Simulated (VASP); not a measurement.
Here is a VASP 6.6.1 calculation.

Contents of INCAR:

```
SYSTEM = AlN
  ALGO = Normal
  EDIFF = 1E-6
  ENCUT = 600
  GGA = PE
  GGA_COMPAT = .False.
  ISIF = 2
  ISMEAR = 0
  LASPH = .True.
  LCHARG = .False.
  LREAL = .False.
  LWAVE = .False.
  NBANDS = 11
  NELM = 120
  PREC = Accurate
  SIGMA = 0.01
```

Contents of KPOINTS:

```
k-points
0
Gamma
  10 10 10
  0 0 0
```

File POSCAR:

```
AlN
1.0
    0.0000000000      2.1253883102      2.1253883102
    2.1253883102      0.0000000000      2.1253883102
    2.1253883102      2.1253883102      0.0000000000
Al N
1 1
Direct
    0.0000000000      0.0000000000      0.0000000000
    0.7500000000      0.7500000000      0.7500000000
```

Potentials or basis: VASP PAW PBE potentials, release 64 (Al, N).

The run is started by

```console
$ cat potpaw_PBE.64/Al/POTCAR potpaw_PBE.64/N/POTCAR > POTCAR
$ mpirun -np 1 vasp_std > vasp.out
```

Task: What does it give for the pressure?

Result: 24.7 GPa.

Task: Predict the band gap on the k mesh.

Result: 3.36 eV (least direct gap 4.94 eV).

Caveat: the cell stands under pressure. A k mesh can miss the band edges.
